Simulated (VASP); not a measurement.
# BiTe (R-3m) in VASP: settings compared

Aim: see how the results for BiTe move with the level of theory and the settings. Levels: PBE+D4, PBE. Tasks: relaxation of cell and atoms.

All numbers are computed with VASP 6.6.1; they aren't measurements. Logs are shortened: lines on timing, memory, paths and dates and some standing lists are left out, and cuts for length are marked.

## 1. The cell of the first run

Symmetry: R-3m, No. 166, trigonal system. Conventional cell: a = 4.845 Å, b = 4.845 Å, c = 9.952 Å, α = 90.00°, β = 90.00°, γ = 120.00°. Within 4.3 Å of Bi (site symmetry -3m) lie 6 Te at 3.25 Å. Te (site symmetry -3m) has 6 Bi at 3.25 Å within 4.3 Å.

## 2. Relaxation of cell and atoms, PBE+D4

The input, INCAR:

```
SYSTEM = BiTe
  PREC = Accurate
  ENCUT = 600
  EDIFF = 1E-6
  ISMEAR = -1
  SIGMA = 0.05
  LREAL = .False.
  LASPH = .True.
  NELM = 60
  ALGO = Normal
  ISIF = 3
  LWAVE = .False.
  LCHARG = .False.
  GGA = PE
  IVDW = 13
  IBRION = 2
  NSW = 60
  EDIFFG = -0.01
```

The input, KPOINTS:

```
regular mesh
0
Gamma
  7 7 7
  0 0 0
```

The input, POSCAR:

```
BiTe
1.0
    2.4227077728      1.3987509848      3.3172919545
   -2.4227077728      1.3987509848      3.3172919545
    0.0000000000     -2.7975019696      3.3172919545
Bi Te
1 1
Direct
    0.5000000000      0.5000000000      0.5000000000
    0.0000000000      0.0000000000      0.0000000000
```

Potentials or basis: VASP PAW PBE potentials, release 64 (Bi_d, Te).

Launch:

```sh
$ cat potpaw_PBE.64/Bi_d/POTCAR potpaw_PBE.64/Te/POTCAR > POTCAR
$ mpirun -np 1 vasp_std > vasp.out
```

OUTCAR:

```text
SYSTEM = BiTe
   PREC = Accurate
   ENCUT = 600
   EDIFF = 1E-6
   ISMEAR = -1
   LREAL = .False.
   LASPH = .True.
   NELM = 60
   ISIF = 3
   GGA = PE
   IVDW = 13
   IBRION = 2
   NSW = 60
   EDIFFG = -0.01

 ion  position               nearest neighbor table
   1  0.500  0.500  0.500-   2 3.25   2 3.25   2 3.25   2 3.25   2 3.25   2 3.25
   2  0.000  0.000  0.000-   1 3.25   1 3.25   1 3.25   1 3.25   1 3.25   1 3.25

  LATTYP: Found a trigonal (rhomboedric) cell.
 ALAT       =     4.3394058558
 COS(alpha) =     0.3765932224

  Lattice vectors:

 A1 = (   2.4227077728,   1.3987509848,   3.3172919545)
 A2 = (  -2.4227077728,   1.3987509848,   3.3172919545)
 A3 = (   0.0000000000,  -2.7975019696,   3.3172919545)

Analysis of symmetry for initial positions (statically):
=====================================================================
 Subroutine PRICEL returns:
 Original cell was already a primitive cell.

 Routine SETGRP: Setting up the symmetry group for a
 trigonal (rhombohedral) supercell.

 Subroutine GETGRP returns: Found 12 space group operations
 (whereof 12 operations were pure point group operations)
 out of a pool of 12 trial point group operations.

The static configuration has the point symmetry D_3d.

Analysis of symmetry for dynamics (positions and initial velocities):
=====================================================================
 Subroutine PRICEL returns:
 Original cell was already a primitive cell.

 Routine SETGRP: Setting up the symmetry group for a
 trigonal (rhombohedral) supercell.

 Subroutine GETGRP returns: Found 12 space group operations
 (whereof 12 operations were pure point group operations)
 out of a pool of 12 trial point group operations.

The dynamic configuration has the point symmetry D_3d.

 Subroutine INISYM returns: Found 12 space group operations
 (whereof 12 operations are pure point group operations),
 and found     1 'primitive' translations

----------------------------------------------------------------------------------------

                                     Primitive cell

  volume of cell :      67.4491

  direct lattice vectors                    reciprocal lattice vectors
     2.422707773  1.398750985  3.317291954     0.206380648  0.119153923  0.100483568
    -2.422707773  1.398750985  3.317291954    -0.206380648  0.119153923  0.100483568
     0.000000000 -2.797501970  3.317291954     0.000000000 -0.238307845  0.100483568

  length of vectors
     4.339405856  4.339405856  4.339405856     0.258626326  0.258626326  0.258626326

  position of ions in fractional coordinates (direct lattice)
     0.500000000  0.500000000  0.500000000
     0.000000000  0.000000000  0.000000000

  ion indices of the primitive-cell ions
   primitive index   ion index
                 1           1
                 2           2

----------------------------------------------------------------------------------------

 KPOINTS: regular mesh

Automatic generation of k-mesh.
 Grid dimensions read from file:
 generate k-points for:    7    7    7

 Generating k-lattice:

  Cartesian coordinates                     Fractional coordinates (reciprocal lattice)
     0.029482950  0.017021989  0.014354795     0.142857143  0.000000000  0.000000000
    -0.029482950  0.017021989  0.014354795     0.000000000  0.142857143  0.000000000
     0.000000000 -0.034043978  0.014354795     0.000000000  0.000000000  0.142857143

  Length of vectors
     0.036946618  0.036946618  0.036946618

  Shift w.r.t. Gamma in fractional coordinates (k-lattice)
     0.000000000  0.000000000  0.000000000

 Subroutine IBZKPT returns following result:
 ===========================================

 Found     44 irreducible k-points:

 Following reciprocal coordinates:
            Coordinates               Weight
  0.000000  0.000000  0.000000      1.000000
  0.142857 -0.000000  0.000000      6.000000
  0.285714 -0.000000  0.000000      6.000000
  0.428571 -0.000000  0.000000      6.000000
  0.142857  0.142857  0.000000      6.000000
  0.285714  0.142857  0.000000     12.000000
[... 16 lines left out ...]
  0.285714  0.285714  0.142857      6.000000
  0.428571  0.285714  0.142857     12.000000
 [... further k-points ...]
   k-points           NKPTS =     44   k-points in BZ     NKDIM =     44   number of bands    NBANDS=     14
   number of dos      NEDOS =    301   number of ions     NIONS =      2
   total plane-waves  NPLWV =  46656
   dimension x,y,z NGX =    36 NGY =   36 NGZ =   36
   dimension x,y,z NGXF=    72 NGYF=   72 NGZF=   72
   ions per type =               1   1
   NGX,Y,Z   is equivalent  to a cutoff of  13.79, 13.79, 13.79 a.u.
   NGXF,Y,Z  is equivalent  to a cutoff of  27.58, 27.58, 27.58 a.u.
 SYSTEM =  BiTe
   PREC   = accura    normal or accurate (medium, high low for compatibility)
   ISTART =      0    job   : 0-new  1-cont  2-samecut
   ICHARG =      2    charge: 1-file 2-atom 10-const
   ISPIN  =      1    spin polarized calculation?
   LNONCOLLINEAR =      F non collinear calculations
   LSORBIT =      F    spin-orbit coupling
   LASPH  =      T    aspherical Exc in radial PAW
   ENCUT  =  600.0 eV  44.10 Ry    6.64 a.u.   8.67  8.67  8.67*2*pi/ulx,y,z
   NELM   =     60;   NELMIN=  2; NELMDL= -5     # of ELM steps
   EDIFF  = 0.1E-05   stopping-criterion for ELM
   LREAL  =      F    real-space projection
   EDIFFG = -.1E-01   stopping-criterion for IOM
   NSW    =     60    number of steps for IOM
   IBRION =      2    ionic relax: 0-MD 1-quasi-New 2-CG
   NFREE  =      1    steps in history (QN), initial steepest desc. (CG)
   ISIF   =      3    stress and relaxation
   ISYM   =      2    0-nonsym 1-usesym 2-fastsym
   POTIM  = 0.5000    time-step for ionic-motion
   TEBEG  =    0.0;   TEEND  =   0.0 temperature during run
   PSTRESS=    0.0 pullay stress
   NELECT =      21.0000    total number of electrons
   NUPDOWN=      -1.0000    fix difference up-down
   EMIN   =  10.00;   EMAX   =-10.00  energy-range for DOS
   EFERMI =   0.00;   METHOD = LEGACY
   ISMEAR =    -1;   SIGMA  =   0.05  broadening in eV -4-tet -1-fermi 0-gaus
   EFERMI_NEDOS =   21; number of points for ismear=-14 and -15
   IALGO  =     38    algorithm
   IMIX   =      4    mixing-type and parameters
     AMIX     =   0.40;   BMIX     =  1.00
     AMIX_MAG =   1.60;   BMIX_MAG =  1.00
  volume/ion in A,a.u.               =      33.72       227.58
  Fermi-wavevector in a.u.,A,eV,Ry     =   1.109573  2.096789 16.750837  1.231152
  Thomas-Fermi vector in A             =   2.246114
   LORBIT       =      0    0 simple, 1 ext, 2 COOP (PROOUT), +10 PAW based schemes
   GGA     = PE    functional components
   LHFCALC =     F    Hartree Fock is set to
   AEXX    =    0.0000 exact exchange contribution
   IVDW    =    13    specifies the selected vdW correction
   LEPSILON=     F    determine dielectric tensor
   LRPA    =     F    only Hartree local field effects (RPA)
 conjugate gradient relaxation of ions
 non-spin polarized calculation
  energy-cutoff  :      600.00
  volume of cell :       67.45
 maximum number of plane-waves:      2263
   NGX = 17   NGY = 17   NGZ = 17

--------------------------------------- Ionic step        1  -------------------------------------------

 number of electron      21.0000005 magnetization

 Free energy of the ion-electron system (eV)
  ---------------------------------------------------
  ext. energy  EPLUGINS =         0.00000000
  ---------------------------------------------------
  free energy    TOTEN  =        -7.17466934 eV

  energy without entropy =       -7.16261270  energy(sigma->0) =       -7.16864102

------------------------ aborting loop because EDIFF is reached ----------------------------------------

  DFT-D4 for vdW energy calculation

  Edisp (eV):   -0.99195

  FORCE on cell =-STRESS in cart. coord.  units (eV):
  Direction    XX          YY          ZZ          XY          YZ          ZX
  --------------------------------------------------------------------------------------
  -------------------------------------------------------------------------------------
  Total      -0.86951    -0.86951    -0.92174     0.00000    -0.00000     0.00000
  in kB     -20.65413   -20.65413   -21.89487     0.00000    -0.00000     0.00000
  external pressure =      -21.07 kB  Pullay stress =        0.00 kB
[... 221 lines left out ...]
  energy  without entropy=       -8.1788627060  energy(sigma->0) =       -8.18435759

--------------------------------------- Ionic step        7  -------------------------------------------

 number of electron      21.0000001 magnetization

 Free energy of the ion-electron system (eV)
  ---------------------------------------------------
  ext. energy  EPLUGINS =         0.00000000
  ---------------------------------------------------
  free energy    TOTEN  =        -7.14853297 eV

  energy without entropy =       -7.13662237  energy(sigma->0) =       -7.14257767

 E-fermi :   7.2790     XC(G=0):  -9.7262

 val. band max:        7.2676307620   @ k =   0.2857   0.2857   0.2857
 cond. band min:       7.2853795294   @ k =   0.4286   0.4286   0.2857
 fundamental gap:      0.0177487673
 Fermi energy:         7.2790376419

 k-point     1 :       0.0000    0.0000    0.0000
  band No.  band energies     occupation
      1     -15.9751      2.00000
      2     -15.9751      2.00000
      3     -15.9595      2.00000
      4     -15.9595      2.00000
      5     -15.9375      2.00000
      6      -6.5055      2.00000
      7      -0.8692      2.00000
      8       4.1859      2.00000
      9       4.1859      2.00000
     10       5.8026      2.00000
     11       9.2764      0.00000
     12      10.0952      0.00000
     13      10.0952      0.00000
     14      11.1388      0.00000
[... 375 lines left out ...]
 k-point    24 :       0.4286    0.2857    0.1429
  band No.  band energies     occupation
      1     -15.9813      2.00000
      2     -15.9751      2.00000
      3     -15.9572      2.00000
      4     -15.9436      2.00000
      5     -15.9368      2.00000
      6      -5.1602      2.00000
      7      -2.5901      2.00000
      8       3.2755      2.00000
      9       3.7779      2.00000
     10       4.8128      2.00000
     11       7.4179      0.11717
     12       7.9223      0.00001
     13      10.2467      0.00000
     14      11.0052      0.00000

 [... further k-points ...]

------------------------ aborting loop because EDIFF is reached ----------------------------------------

  DFT-D4 for vdW energy calculation

  Edisp (eV):   -1.04233

  FORCE on cell =-STRESS in cart. coord.  units (eV):
  Direction    XX          YY          ZZ          XY          YZ          ZX
  --------------------------------------------------------------------------------------
  -------------------------------------------------------------------------------------
  Total      -0.00716    -0.00716    -0.01873     0.00000    -0.00000     0.00000
  in kB      -0.17914    -0.17914    -0.46894     0.00000    -0.00000     0.00000
  external pressure =       -0.28 kB  Pullay stress =        0.00 kB
[... 17 lines left out ...]
  FREE ENERGIE OF THE ION-ELECTRON SYSTEM (eV)
  ---------------------------------------------------
  free  energy   TOTEN  =        -8.1908585468 eV

  energy  without entropy=       -8.1789479440  energy(sigma->0) =       -8.18490325

 reached required accuracy - stopping structural energy minimisation
```

Wall time 2 min (1 thread of Intel Xeon Platinum 8375C at 2.90GHz (Ice Lake), shared host); peak memory 0.24 GiB.

Results:

```
Free energy                            : -8.1909 eV
Relaxed volume                         : 32.00 Å³/atom
Relaxed cell                           : a = 4.216 Å, b = 4.216 Å, c = 4.216 Å, α = 70.00°, β = 70.00°, γ = 70.00°
Space group after relaxing (to 0.05 Å) : R-3m (No. 166)
Energy gained by relaxing              : 12.1 meV/atom
Ionic steps                            : 7
Pressure after relaxing                : 0.0 GPa
Dispersion energy per atom             : -0.521 eV
```

The path:
```tsv
step	energy change (eV)	largest force (eV/Å)	pressure (GPa)	volume (Å³)
1	0.0000	0.0000	-2.11	67.45
2	-0.0139	0.0000	1.28	63.21
3	-0.0193	0.0000	0.01	64.63
4	-0.0206	0.0000	0.01	64.54
5	-0.0233	0.0000	0.01	64.27
6	-0.0232	0.0000	-0.06	63.67
7	-0.0242	0.0000	-0.03	64.01
```

Final structure:
```cif
data_structure
_symmetry_space_group_name_H-M 'P 1'
_symmetry_Int_Tables_number 1
_cell_length_a 4.2164
_cell_length_b 4.2164
_cell_length_c 4.2164
_cell_angle_alpha 70.004
_cell_angle_beta 70.004
_cell_angle_gamma 70.004
_cell_volume 64.01
loop_
_atom_site_label
_atom_site_type_symbol
_atom_site_fract_x
_atom_site_fract_y
_atom_site_fract_z
_atom_site_occupancy
Bi1 Bi 0.50000 0.50000 0.50000 1
Te1 Te 0.00000 0.00000 0.00000 1
```

Caveat: spin-orbit coupling is left out, which moves the levels of the heavy elements; pairwise dispersion overbinds metals, which lowers pressure and volume.

## 3. Relaxation of cell and atoms, PBE

The input, INCAR:

```
  PREC = Accurate
  ENCUT = 600
  EDIFF = 1E-7
  ISMEAR = -1
  SIGMA = 0.05
  LREAL = False
  LASPH = True
  NELM = 100
  ALGO = Normal
  ISIF = 3
  LWAVE = False
  LCHARG = False
  GGA = PE
  IBRION = 2
  NSW = 60
  EDIFFG = -0.01
```

The input, KPOINTS:

```
Automatic mesh
0
Gamma
  7 7 7
```

POSCAR is that of step 2.

Potentials or basis: VASP PAW PBE potentials, release 64 (Bi_d, Te).

Launch:

```sh
$ cat potpaw_PBE.64/Bi_d/POTCAR potpaw_PBE.64/Te/POTCAR > POTCAR
$ mpirun -np 1 vasp_std > vasp.out
```

Wall time 84 s (1 thread of Intel Xeon Platinum 8375C at 2.90GHz (Ice Lake), shared host); peak memory 0.25 GiB.

It converged, with:

| Quantity | Value |
| --- | --- |
| Free energy | -7.1747 eV |
| Relaxed volume | 33.81 Å³/atom |
| Relaxed cell | a = 4.343 Å, b = 4.343 Å, c = 4.343 Å, α = 67.90°, β = 67.90°, γ = 67.90° |
| Space group after relaxing (to 0.05 Å) | R-3m (No. 166) |
| Energy gained by relaxing | 0.0 meV/atom |
| Ionic steps | 3 |
| Pressure after relaxing | 0.0 GPa |

Final structure:
```cif
data_structure
_symmetry_space_group_name_H-M 'P 1'
_symmetry_Int_Tables_number 1
_cell_length_a 4.3426
_cell_length_b 4.3426
_cell_length_c 4.3426
_cell_angle_alpha 67.904
_cell_angle_beta 67.904
_cell_angle_gamma 67.904
_cell_volume 67.63
loop_
_atom_site_label
_atom_site_type_symbol
_atom_site_fract_x
_atom_site_fract_y
_atom_site_fract_z
_atom_site_occupancy
Bi1 Bi 0.50000 0.50000 0.50000 1
Te1 Te 0.00000 0.00000 0.00000 1
```

Levels at points of the mesh, in eV from the Fermi level:
| k point | band 8 | band 9 | band 10 | band 11 | band 12 | band 13 |
| --- | --- | --- | --- | --- | --- | --- |
| (0.00, 0.00, 0.00) | -2.91 | -2.91 | -1.61 | 1.86 | 2.49 | 2.49 |

Caveat: spin-orbit coupling is left out, which moves the levels of the heavy elements.
